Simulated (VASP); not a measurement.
Here is a VASP 6.6.1 calculation.

Contents of INCAR:

```
SYSTEM = Na5Ir
  ALGO = Fast
  EDIFF = 1E-6
  ENCUT = 520
  GGA = PE
  ISIF = 2
  ISMEAR = 0
  LASPH = .TRUE.
  LCHARG = .TRUE.
  LELF = .TRUE.
  LREAL = .FALSE.
  LVHAR = .TRUE.
  LWAVE = .FALSE.
  NBANDS = 56
  NELM = 80
  PREC = Accurate
  SIGMA = 0.2
```

Contents of KPOINTS:

```
k-points
0
G
  4 4 4
  0 0 0
```

File POSCAR:

```
Na5Ir
1.0
    5.7219582793      0.0098181405     -0.0148901960
   -2.8508460151     -1.6620824124     -5.1342868239
    0.0177922749      9.8957246090      0.0151459623
Na Ir
10 2
Direct
    0.0085881346      0.0272278886      0.6716172851
    0.5148706381      0.0277071938      0.1715509719
    0.4846708973      0.9747692252      0.8269287512
    0.9842522476      0.9706012399      0.3290617967
    0.4354944272      0.4944853337      0.5638567218
    0.9352632547      0.5002430863      0.0646601356
    0.4365936063      0.5028985723      0.9348734323
    0.9375258075      0.4998738035      0.4360820387
    0.8831486402      0.5045678824      0.7508774379
    0.3784056544      0.4983410599      0.2496899159
    0.5015091835     -0.0015162333      0.5006847490
   -0.0003224914      1.0008009474      1.0001167639
```

Potentials or basis: VASP PAW PBE potentials, release 64 (Na_pv, Ir).

The run is started by

```sh
$ cat potpaw_PBE.64/Na_pv/POTCAR potpaw_PBE.64/Ir/POTCAR > POTCAR
$ mpirun -np 1 vasp_std > vasp.out
```

Q: Predict the largest force.

A: 0.015 eV/Å.

Q: What does it give for the pressure?

A: 0.1 GPa.

Forces on the atoms (eV/Å):
```
Na   0.013  0.008 -0.003
Na  -0.002  0.006  0.001
Na   0.003  0.007  0.002
Na   0.002 -0.009  0.001
Na  -0.006  0.002 -0.013
Na   0.002 -0.003  0.003
Na  -0.001 -0.001  0.008
Na   0.001 -0.005 -0.001
Na  -0.007  0.001  0.014
Na  -0.001 -0.006 -0.006
Ir  -0.008 -0.002 -0.002
Ir   0.005  0.003 -0.006
```
